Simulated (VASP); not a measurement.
Input of a VASP 6.6.1 run:

POSCAR

```
InAs
1.0
    0.0000000000      2.8773040000      2.8773040000
    2.8773040000      0.0000000000      2.8773040000
    2.8773040000      2.8773040000      0.0000000000
In As
1 1
Direct
    0.5000000000      0.5000000000      0.5000000000
    0.0000000000      0.0000000000      0.0000000000
```

The input INCAR.step1:

```
SYSTEM = InAs
ALGO = Normal
EDIFF = 1E-5
ENCUT = 550
GGA = PE
GGA_COMPAT = .False.
ISMEAR = 0
LASPH = .True.
LCHARG = .False.
LREAL = .False.
LWAVE = .True.
NBANDS = 16
NELM = 120
PREC = Accurate
SIGMA = 0.1
```

INCAR.step2

```
SYSTEM = InAs
ALGO = Normal
BPARAM = 11.95
CPARAM = 0.0093
EDIFF = 1E-6
ENCUT = 550
GGA_COMPAT = .False.
ISIF = 2
ISMEAR = 0
ISTART = 1
IVDW_NL = 2
LASPH = .True.
LCHARG = .True.
LELF = .True.
LMIXTAU = .True.
LREAL = .False.
LUSE_VDW = .True.
LVHAR = .True.
LWAVE = .False.
METAGGA = R2SCAN
NBANDS = 16
NELM = 120
PREC = Accurate
SIGMA = 0.1
```

KPOINTS

```
k-points
0
Gamma
  6 6 6
  0 0 0
```

Potentials or basis: VASP PAW PBE potentials, release 64 (In_d, As).

The run is started by

```bash
$ cat potpaw_PBE.64/In_d/POTCAR potpaw_PBE.64/As/POTCAR > POTCAR
$ cp INCAR.step1 INCAR
$ mpirun -np 1 vasp_std > vasp.out
$ cp INCAR.step2 INCAR
$ mpirun -np 1 vasp_std > vasp.out
```

Predict the band gap on the k mesh.

zero (bands 9 and 10 overlap by 2.67 eV).

Predict the pressure.

-2.9 GPa.

Caveat: the PAW data sets were made with another functional, which shifts forces and pressure a little; spin-orbit coupling is left out, which moves the levels of the heavy elements.
